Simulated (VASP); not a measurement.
Input of a VASP 6.6.1 run:

File INCAR:

```
SYSTEM = Ni
  ALGO = Normal
  EDIFF = 1E-7
  ENCUT = 520
  GGA = PE
  ISIF = 2
  ISMEAR = -1
  LASPH = .True.
  LCHARG = .False.
  LREAL = .False.
  LWAVE = .False.
  NBANDS = 22
  NELM = 100
  PREC = Accurate
  SIGMA = 0.1
```

File KPOINTS:

```
k-points
0
Gamma
  12 12 17
  0 0 0
```

Contents of POSCAR:

```
Ni
1.0
    3.9398876564      0.0000000000      0.0000000000
   -1.9699438282      3.4120427985      0.0000000000
    0.0000000000      0.0000000000      2.3702768120
Ni
3
Direct
    0.0000000000      1.0000000000      1.0000000000
    0.3333333333      0.6666666667      0.5000000000
    0.6666666667      0.3333333333      0.5000000000
```

Potentials or basis: VASP PAW PBE potentials, release 64 (Ni).

Run with:

```bash
$ cat potpaw_PBE.64/Ni/POTCAR > POTCAR
$ mpirun -np 1 vasp_std > vasp.out
```

(1) Predict the band gap on the k mesh.

(2) What does it give for the pressure?

## Answers

(1) zero (bands 15 and 16 overlap by 0.61 eV).

(2) 8.5 GPa.

Caveat: the cell stands under pressure; the run has no spin polarisation, though such a crystal can be magnetic.
